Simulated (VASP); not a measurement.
# Cd in VASP: notebook

Cd is run at these levels: PBE; tasks: relaxation of cell and atoms, single point.

Everything below comes from runs of VASP 6.6.1. Logs are shortened: lines on timing, memory, paths and dates and some standing lists are left out, and cuts for length are marked.

## 1. The cell of the first run

The typed cell holds 1 atom: a = 2.716 Å, b = 2.716 Å, c = 2.721 Å, α = 90.00°, β = 90.00°, γ = 90.00°.

The cell was generated, and may not be a known phase.

## 2. Relaxation of cell and atoms, PBE

Contents of INCAR:

```
  PREC = Accurate
  ENCUT = 600
  EDIFF = 1E-6
  ISMEAR = 0
  SIGMA = 0.1
  LREAL = False
  LASPH = True
  NELM = 60
  ALGO = Normal
  ISIF = 3
  LWAVE = False
  LCHARG = False
  GGA = PE
  IBRION = 2
  NSW = 90
  EDIFFG = -0.04
```

Contents of KPOINTS:

```
regular mesh
0
Gamma
  6 6 6
```

Contents of POSCAR:

```
Cd
1.0
    2.7163573400      0.0000000000      0.0000000000
    0.0000000000      2.7163573400      0.0000000000
    0.0000000000      0.0000000000      2.7213986400
Cd
1
Direct
    0.0000000000      0.0000000000      0.5000000000
```

Potentials or basis: VASP PAW PBE potentials, release 64 (Cd).

Started as:

```bash
$ cat potpaw_PBE.64/Cd/POTCAR > POTCAR
$ mpirun -np 1 vasp_std > vasp.out
```

OUTCAR:

```text
PREC = Accurate
   ENCUT = 600
   EDIFF = 1E-6
   ISMEAR = 0
   LREAL = False
   LASPH = True
   NELM = 60
   ISIF = 3
   GGA = PE
   IBRION = 2
   NSW = 90
   EDIFFG = -0.04

 ion  position               nearest neighbor table
   1  0.000  0.000  0.500-

  LATTYP: Found a simple tetragonal cell.
 ALAT       =     2.7163573400
 C/A-ratio  =     1.0018559046

  Lattice vectors:

 A1 = (   2.7163573400,   0.0000000000,   0.0000000000)
 A2 = (   0.0000000000,   2.7163573400,   0.0000000000)
 A3 = (   0.0000000000,   0.0000000000,   2.7213986400)

Analysis of symmetry for initial positions (statically):
=====================================================================
 Subroutine PRICEL returns:
 Original cell was already a primitive cell.

 Routine SETGRP: Setting up the symmetry group for a
 simple tetragonal supercell.

 Subroutine GETGRP returns: Found 16 space group operations
 (whereof 16 operations were pure point group operations)
 out of a pool of 16 trial point group operations.

The static configuration has the point symmetry D_4h.

Analysis of symmetry for dynamics (positions and initial velocities):
=====================================================================
 Subroutine PRICEL returns:
 Original cell was already a primitive cell.

 Routine SETGRP: Setting up the symmetry group for a
 simple tetragonal supercell.

 Subroutine GETGRP returns: Found 16 space group operations
 (whereof 16 operations were pure point group operations)
 out of a pool of 16 trial point group operations.

The dynamic configuration has the point symmetry D_4h.

 Subroutine INISYM returns: Found 16 space group operations
 (whereof 16 operations are pure point group operations),
 and found     1 'primitive' translations

----------------------------------------------------------------------------------------

                                     Primitive cell

  volume of cell :      20.0801

  direct lattice vectors                    reciprocal lattice vectors
     2.716357340  0.000000000  0.000000000     0.368140077  0.000000000  0.000000000
     0.000000000  2.716357340  0.000000000     0.000000000  0.368140077  0.000000000
     0.000000000  0.000000000  2.721398640     0.000000000  0.000000000  0.367458110

  length of vectors
     2.716357340  2.716357340  2.721398640     0.368140077  0.368140077  0.367458110

  position of ions in fractional coordinates (direct lattice)
     0.000000000  0.000000000  0.500000000

  ion indices of the primitive-cell ions
   primitive index   ion index
                 1           1

----------------------------------------------------------------------------------------

 KPOINTS: regular mesh

Automatic generation of k-mesh.
 Grid dimensions read from file:
 generate k-points for:    6    6    6

 Generating k-lattice:

  Cartesian coordinates                     Fractional coordinates (reciprocal lattice)
     0.061356679  0.000000000  0.000000000     0.166666667  0.000000000  0.000000000
     0.000000000  0.061356679  0.000000000     0.000000000  0.166666667  0.000000000
     0.000000000  0.000000000  0.061243018     0.000000000  0.000000000  0.166666667

  Length of vectors
     0.061356679  0.061356679  0.061243018

  Shift w.r.t. Gamma in fractional coordinates (k-lattice)
     0.000000000  0.000000000  0.000000000

 Subroutine IBZKPT returns following result:
 ===========================================

 Found     40 irreducible k-points:

 Following reciprocal coordinates:
            Coordinates               Weight
  0.000000  0.000000  0.000000      1.000000
  0.166667  0.000000  0.000000      4.000000
  0.333333  0.000000  0.000000      4.000000
  0.500000  0.000000  0.000000      2.000000
  0.166667  0.166667  0.000000      4.000000
  0.333333  0.166667  0.000000      8.000000
[... 16 lines left out ...]
  0.333333  0.000000  0.333333      8.000000
  0.500000  0.000000  0.333333      4.000000
 [... further k-points ...]
   k-points           NKPTS =     40   k-points in BZ     NKDIM =     40   number of bands    NBANDS=     10
   number of dos      NEDOS =    301   number of ions     NIONS =      1
   total plane-waves  NPLWV =  13824
   dimension x,y,z NGX =    24 NGY =   24 NGZ =   24
   dimension x,y,z NGXF=    48 NGYF=   48 NGZF=   48
   ions per type =               1
   NGX,Y,Z   is equivalent  to a cutoff of  14.69, 14.69, 14.66 a.u.
   NGXF,Y,Z  is equivalent  to a cutoff of  29.38, 29.38, 29.32 a.u.
 SYSTEM =  unknown system
   PREC   = accura    normal or accurate (medium, high low for compatibility)
   ISTART =      0    job   : 0-new  1-cont  2-samecut
   ICHARG =      2    charge: 1-file 2-atom 10-const
   ISPIN  =      1    spin polarized calculation?
   LNONCOLLINEAR =      F non collinear calculations
   LSORBIT =      F    spin-orbit coupling
   LASPH  =      T    aspherical Exc in radial PAW
   ENCUT  =  600.0 eV  44.10 Ry    6.64 a.u.   5.43  5.43  5.44*2*pi/ulx,y,z
   NELM   =     60;   NELMIN=  2; NELMDL= -5     # of ELM steps
   EDIFF  = 0.1E-05   stopping-criterion for ELM
   LREAL  =      F    real-space projection
   EDIFFG = -.4E-01   stopping-criterion for IOM
   NSW    =     90    number of steps for IOM
   IBRION =      2    ionic relax: 0-MD 1-quasi-New 2-CG
   NFREE  =      1    steps in history (QN), initial steepest desc. (CG)
   ISIF   =      3    stress and relaxation
   ISYM   =      2    0-nonsym 1-usesym 2-fastsym
   POTIM  = 0.5000    time-step for ionic-motion
   TEBEG  =    0.0;   TEEND  =   0.0 temperature during run
   PSTRESS=    0.0 pullay stress
   NELECT =      12.0000    total number of electrons
   NUPDOWN=      -1.0000    fix difference up-down
   EMIN   =  10.00;   EMAX   =-10.00  energy-range for DOS
   EFERMI =   0.00;   METHOD = LEGACY
   ISMEAR =     0;   SIGMA  =   0.10  broadening in eV -4-tet -1-fermi 0-gaus
   EFERMI_NEDOS =   21; number of points for ismear=-14 and -15
   IALGO  =     38    algorithm
   IMIX   =      4    mixing-type and parameters
     AMIX     =   0.40;   BMIX     =  1.00
     AMIX_MAG =   1.60;   BMIX_MAG =  1.00
  volume/ion in A,a.u.               =      20.08       135.51
  Fermi-wavevector in a.u.,A,eV,Ry     =   1.378944  2.605826 25.871291  1.901486
  Thomas-Fermi vector in A             =   2.503959
   LORBIT       =      0    0 simple, 1 ext, 2 COOP (PROOUT), +10 PAW based schemes
   GGA     = PE    functional components
   LHFCALC =     F    Hartree Fock is set to
   AEXX    =    0.0000 exact exchange contribution
   IVDW    =     0    specifies the selected vdW correction
   LEPSILON=     F    determine dielectric tensor
   LRPA    =     F    only Hartree local field effects (RPA)
 conjugate gradient relaxation of ions
 non-spin polarized calculation
 Gauss-broadening in eV      SIGMA  =   0.10
  energy-cutoff  :      600.00
  volume of cell :       20.08
 maximum number of plane-waves:       691
 NGX is ok and might be reduce to    24
   NGX = 11   NGY = 11   NGZ = 11

--------------------------------------- Ionic step        1  -------------------------------------------

 number of electron      11.9999995 magnetization

 Free energy of the ion-electron system (eV)
  ---------------------------------------------------
  ext. energy  EPLUGINS =         0.00000000
  ---------------------------------------------------
  free energy    TOTEN  =        -0.28943423 eV

  energy without entropy =       -0.28270602  energy(sigma->0) =       -0.28607012

 E-fermi :   3.1132     XC(G=0): -11.3442

 val. band max:        3.1088683279   @ k =   0.5000   0.1667   0.3333
 cond. band min:       3.1131807466   @ k =   0.5000   0.3333   0.1667
 fundamental gap:      0.0043124187
 Fermi energy:         3.1131764656

 k-point     1 :       0.0000    0.0000    0.0000
  band No.  band energies     occupation
      1      -7.2934      2.00000
      2      -7.2864      2.00000
      3      -5.9926      2.00000
      4      -4.9530      2.00000
      5      -4.9530      2.00000
      6      -4.9467      2.00000
      7      14.9276      0.00000
      8      15.0071      0.00000
      9      15.0071      0.00000
     10      19.2332      0.00000

 k-point     2 :       0.1667    0.0000    0.0000
  band No.  band energies     occupation
      1      -7.2358      2.00000
      2      -7.0043      2.00000
      3      -5.3073      2.00000
      4      -5.1433      2.00000
      5      -5.1362      2.00000
      6      -4.9368      2.00000
      7      10.5600      0.00000
      8      15.7711      0.00000
      9      15.8505      0.00000
     10      19.2457      0.00000
[... 413 lines left out ...]
 POSITION                                       TOTAL-FORCE (eV/Angst)
 -----------------------------------------------------------------------------------
      0.00000      0.00000      1.51379         0.000000      0.000000      0.000000
 -----------------------------------------------------------------------------------
    total drift:                               -0.000000     -0.000000      0.000000

  FREE ENERGIE OF THE ION-ELECTRON SYSTEM (eV)
  ---------------------------------------------------
  free  energy   TOTEN  =        -0.6675269731 eV

  energy  without entropy=       -0.6663406510  energy(sigma->0) =       -0.66693381

--------------------------------------- Ionic step        5  -------------------------------------------

 number of electron      12.0000003 magnetization

 Free energy of the ion-electron system (eV)
  ---------------------------------------------------
  ext. energy  EPLUGINS =         0.00000000
  ---------------------------------------------------
  free energy    TOTEN  =        -0.66765503 eV

  energy without entropy =       -0.66645124  energy(sigma->0) =       -0.66705314

 E-fermi :   1.3151     XC(G=0):  -9.7206

 val. band max:        0.6827144651   @ k =   0.5000   0.3333   0.1667
 cond. band min:       1.4099855136   @ k =   0.5000   0.0000   0.3333
 fundamental gap:      0.7272710485
 Fermi energy:         1.3150537893

 k-point     1 :       0.0000    0.0000    0.0000
  band No.  band energies     occupation
      1      -8.0505      2.00000
      2      -8.0478      2.00000
      3      -6.8067      2.00000
      4      -6.8067      2.00000
      5      -6.8052      2.00000
      6      -5.9625      2.00000
      7      10.8978      0.00000
      8      10.9309      0.00000
      9      10.9309      0.00000
     10      14.3213      0.00000

 k-point     2 :       0.1667    0.0000    0.0000
  band No.  band energies     occupation
      1      -8.0228      2.00000
      2      -7.8697      2.00000
      3      -6.9017      2.00000
      4      -6.9001      2.00000
      5      -6.7986      2.00000
      6      -5.4496      2.00000
      7       7.1597      0.00000
      8      11.5057      0.00000
      9      11.5389      0.00000
     10      14.5335      0.00000
[... 308 lines left out ...]
 POSITION                                       TOTAL-FORCE (eV/Angst)
 -----------------------------------------------------------------------------------
      0.00000     -0.00000      1.50993         0.000000     -0.000000      0.000000
 -----------------------------------------------------------------------------------
    total drift:                                0.000000     -0.000000      0.000000

  FREE ENERGIE OF THE ION-ELECTRON SYSTEM (eV)
  ---------------------------------------------------
  free  energy   TOTEN  =        -0.6676550346 eV

  energy  without entropy=       -0.6664512357  energy(sigma->0) =       -0.66705314

 reached required accuracy - stopping structural energy minimisation
```

Run time: 29 s. Hardware: 1 thread of Intel Xeon 8259CL, shared host; peak memory 0.14 GiB.

Results:

- Free energy: -0.6677 eV
- Relaxed volume: 27.49 Å³/atom
- Relaxed cell: a = 3.017 Å, b = 3.017 Å, c = 3.020 Å, α = 90.00°, β = 90.00°, γ = 90.00°
- Space group after relaxing (to 0.1 Å): Pm-3m (No. 221)
- Energy gained by relaxing: 378.2 meV/atom
- Ionic steps: 5
- Pressure after relaxing: 0.0 GPa
- Band gap on the k mesh: zero (bands 6 and 7 overlap by 6.34 eV)

Stress tensor (GPa, compression positive):
```
 0.00  0.00  0.00
 0.00  0.00  0.00
 0.00  0.00 -0.11
```

The path:
```csv
step,energy change (eV),largest force (eV/Å),pressure (GPa),volume (Å³)
1,0.0000,0.0000,21.39,20.08
2,-0.3705,0.0000,-1.60,28.92
3,-0.3780,0.0000,0.17,27.32
4,-0.3781,0.0000,-0.02,27.48
5,-0.3782,0.0000,-0.04,27.49
```

Final structure:
```
CELL_PARAMETERS angstrom
3.01696 0.00000 0.00000
0.00000 3.01696 0.00000
0.00000 0.00000 3.01987
ATOMIC_POSITIONS crystal
Cd 0.00000 0.00000 0.50000
```

Levels at points of the mesh, in eV from the Fermi level:
```tsv
k point	band 3	band 4	band 5	band 6	band 7	band 8	band 9	band 10
(0.00, 0.00, 0.00)	-8.12	-8.12	-8.12	-7.28	9.58	9.62	9.62	13.01
(0.50, 0.00, 0.00)	-8.49	-8.49	-8.09	-2.70	-1.93	13.21	13.25	14.38
(0.50, 0.50, 0.00)	-8.43	-8.43	-7.78	1.23	1.23	1.59	5.61	17.61
(0.00, 0.00, 0.50)	-8.49	-8.49	-8.09	-2.72	-1.94	13.24	13.24	14.39
(0.50, 0.00, 0.50)	-8.43	-8.43	-7.78	1.22	1.23	1.58	5.60	17.63
(0.50, 0.50, 0.50)	-9.01	-7.76	-7.76	4.40	4.40	4.41	6.74	8.42
```

Caveat: the k points lie up to 0.35 Å⁻¹ apart in the final cell, too coarse for converged energies and pressures of a metal; the volume moved by over 15 % at a fixed basis, so the end points are rough.

## 3. Single point, PBE

This run uses another cell than the first one, of 26.91 Å³/atom.

Contents of INCAR:

```
ALGO = Normal ; EDIFF = 1E-6
ENCUT = 520 ; GGA = PE
ISIF = 2 ; ISMEAR = 0
LASPH = T ; LCHARG = F
LREAL = F ; LWAVE = F
NBANDS = 12 ; NELM = 80
PREC = Accurate ; SIGMA = 0.1
```

Contents of KPOINTS:

```
k-points
0
Gamma
  18 18 18
```

Contents of POSCAR:

```
Cd
1.0
    2.9968155112      0.0000000000      0.0000000000
    0.0000000000      2.9968155112      0.0000000000
    0.0000000000      0.0000000000      2.9968155112
Cd
1
Direct
    0.0000000000      0.0000000000      0.0000000000
```

Potentials or basis: VASP PAW PBE potentials, release 64 (Cd).

Started as:

```bash
$ cat potpaw_PBE.64/Cd/POTCAR > POTCAR
$ mpirun -np 1 vasp_std > vasp.out
```

Run time: 42 s. Hardware: 1 thread of Intel Xeon 8259CL, shared host; peak memory 0.19 GiB.

The run converged. Its results:

```yaml
Free_energy: -0.6249 eV
Pressure: 0.2 GPa
Band_gap_on_the_k_mesh: zero (bands 6 and 7 overlap by 6.48 eV)
```

Levels at points of the mesh, in eV from the Fermi level:
```tsv
k point	band 2	band 3	band 4	band 5	band 6	band 7	band 8	band 9	band 10	band 11
(0.00, 0.00, 0.00)	-9.47	-8.17	-8.17	-8.17	-7.43	9.70	9.70	9.70	13.16	13.16
(0.50, 0.00, 0.00)	-8.84	-8.56	-8.56	-8.14	-2.73	-2.04	13.42	13.42	14.46	14.92
(0.50, 0.50, 0.00)	-9.05	-8.50	-8.50	-7.82	1.19	1.19	1.66	5.62	17.78	17.78
(0.50, 0.50, 0.50)	-9.10	-9.10	-7.80	-7.80	4.44	4.44	4.44	6.96	8.41	9.31
```

## 4. Relaxation of cell and atoms, PBE

This run uses another cell than the first one, of 27.19 Å³/atom.

Contents of INCAR:

```
PREC = Accurate
ENCUT = 600
EDIFF = 1E-7
ISMEAR = 0
SIGMA = 0.1
LREAL = F
LASPH = T
NELM = 100
ALGO = Fast
ISIF = 3
LWAVE = F
LCHARG = F
GGA = PE
IBRION = 2
NSW = 100
EDIFFG = -0.01
```

Contents of KPOINTS:

```
Automatic mesh
0
Gamma
  18 18 18
```

Contents of POSCAR:

```
Cd
1.0
    3.0071770136      0.0000000000      0.0000000000
    0.0000000000      3.0071770136      0.0000000000
    0.0000000000      0.0000000000      3.0071770136
Cd
1
Direct
    0.0000000000      0.0000000000      0.0000000000
```

Started as:

```bash
$ cat potpaw_PBE.64/Cd/POTCAR > POTCAR
$ mpirun -np 1 vasp_std > vasp.out
```

It took 85 s on 1 thread of Intel Xeon 8259CL, shared host; peak memory 0.2 GiB.

Results (log left out):

```yaml
Free_energy: -0.6247 eV
Relaxed_volume: 27.03 Å³/atom
Relaxed_cell: a = 3.001 Å, b = 3.001 Å, c = 3.001 Å, α = 90.00°, β = 90.00°, γ = 90.00°
Space_group_after_relaxing_to_0.1_Å: Pm-3m (No. 221)
Energy_gained_by_relaxing: 0.1 meV/atom
Ionic_steps: 3
Pressure_after_relaxing: 0.0 GPa
Band_gap_on_the_k_mesh: zero (bands 6 and 7 overlap by 6.45 eV)
```

Step by step:
```csv
step,energy change (eV),largest force (eV/Å),pressure (GPa),volume (Å³)
1,0.0000,0.0000,-0.19,27.19
2,-0.0001,0.0000,-0.06,27.07
3,-0.0001,0.0000,-0.02,27.03
```

Final structure:
```
Cd
1.0
     3.00106    0.00000    0.00000
     0.00000    3.00106    0.00000
     0.00000    0.00000    3.00106
Cd
1
Direct
  0.00000 0.00000 0.00000
```

Levels at points of the mesh, in eV from the Fermi level:
```csv
k point,band 3,band 4,band 5,band 6,band 7,band 8,band 9,band 10
"(0.00, 0.00, 0.00)",-8.17,-8.17,-8.17,-7.40,9.68,9.68,9.68,13.12
"(0.50, 0.00, 0.00)",-8.55,-8.55,-8.14,-2.73,-2.02,13.38,13.38,14.44
"(0.50, 0.50, 0.00)",-8.49,-8.49,-7.82,1.19,1.19,1.64,5.61,17.74
"(0.50, 0.50, 0.50)",-9.09,-7.80,-7.80,4.43,4.43,4.43,6.91,8.41
```

## 5. The runs side by side

```tsv
task	cell	k mesh	cutoff (eV)	gap on the mesh (eV)	pressure (GPa)	relaxed volume (Å³/atom)
relaxation of cell and atoms	relaxed from a = 2.716, b = 2.716, c = 2.721 Å, 1 atom	6 × 6 × 6	600	none	0.0	27.49
single point	a = 2.997 Å, 1 atom	18 × 18 × 18	520	none	0.2	-
relaxation of cell and atoms	relaxed from a = 3.007 Å, 1 atom	18 × 18 × 18	600	none	0.0	27.03
```

Alike in all rows: level PBE; potentials or basis VASP PAW PBE potentials, release 64 (Cd); no spin polarisation; smearing gaussian 0.1 eV.

Caveats: some runs use coarse meshes; the volume moved by over 15 % at a fixed basis, so the end points are rough (at least some runs).

Total energies depend on the potentials used, so only differences within one code and one set of settings carry meaning.

The gap in the log of VASP goes by the Fermi energy; the results here count the filled bands.